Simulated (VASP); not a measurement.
Crystal: Sr4TmSi.

```xyz
6
Lattice="4.6077 0.0000 0.0000 -2.3038 3.9904 0.0000 0.0000 0.0000 8.8023" Properties=species:S:1:pos:R:3 pbc="T T T"
Sr    0.0000    2.6603    0.0000
Sr    2.3038    1.3301    0.0000
Sr    0.0000    0.0000    2.3465
Sr    0.0000    0.0000    6.4558
Tm    0.0000    0.0000    0.0000
Si    0.0000    0.0000    4.4012
```

The cell was generated, and may not be a known phase.

- Program: VASP 6.6.1
- Task: relaxation of cell and atoms
- Functional: PBE
- Potentials or basis: VASP PAW PBE potentials, release 64 (Sr_sv, Tm_3, Si), 4f in core
- Cutoff: 500 eV
- k mesh: 4 × 4 × 2
- Occupations: gaussian, width 0.2 eV
- Spin: no spin polarisation

At the start: pressure 42.5 GPa; volume 26.97 Å³/atom.

Question: Where does the relaxation end?

Answer: Over 11 steps the energy falls by 2979.6 meV/atom and the volume is 76.43 Å³/atom (+183.3 %); space group P6/mmm (No. 191, to 0.1 Å) before and after.

Step by step:
| step | energy change (eV) | largest force (eV/Å) | pressure (GPa) | volume (Å³) |
| --- | --- | --- | --- | --- |
| 1 | 0.0000 | 3.7511 | 42.49 | 161.84 |
| 2 | -16.6444 | 0.6826 | 0.91 | 385.68 |
| 3 | -16.4089 | 0.8354 | 2.57 | 334.44 |
| 4 | -16.6356 | 0.7179 | 1.11 | 377.70 |
| 5 | -17.2844 | 0.8179 | 0.42 | 407.90 |
| 6 | -17.6464 | 0.9127 | -0.05 | 447.13 |
| 7 | -17.6619 | 0.9231 | -0.14 | 456.28 |
| 8 | -17.7617 | 0.6881 | -0.09 | 454.86 |
| 9 | -17.8520 | 0.1431 | 0.22 | 450.87 |
| 10 | -17.8594 | 0.0897 | 0.12 | 451.84 |
| 11 | -17.8775 | 0.0758 | -0.05 | 458.58 |

Final structure:
```
CELL_PARAMETERS angstrom
6.41997 0.00000 0.00000
-3.20998 5.55985 0.00000
0.00000 0.00000 12.84753
ATOMIC_POSITIONS crystal
Sr 0.33333 0.66667 0.00000
Sr 0.66667 0.33333 0.00000
Sr 0.00000 0.00000 0.26920
Sr 0.00000 0.00000 0.73080
Tm 0.00000 0.00000 0.00000
Si 0.00000 0.00000 0.50000
```

Caveat: the k points lie up to 0.28 Å⁻¹ apart in the final cell, too coarse for converged energies and pressures of a metal; the volume moved by over 15 % at a fixed basis, so the end points are rough; the relaxation stopped at a loose force limit of 0.08 eV/Å, so its end isn't a converged minimum.
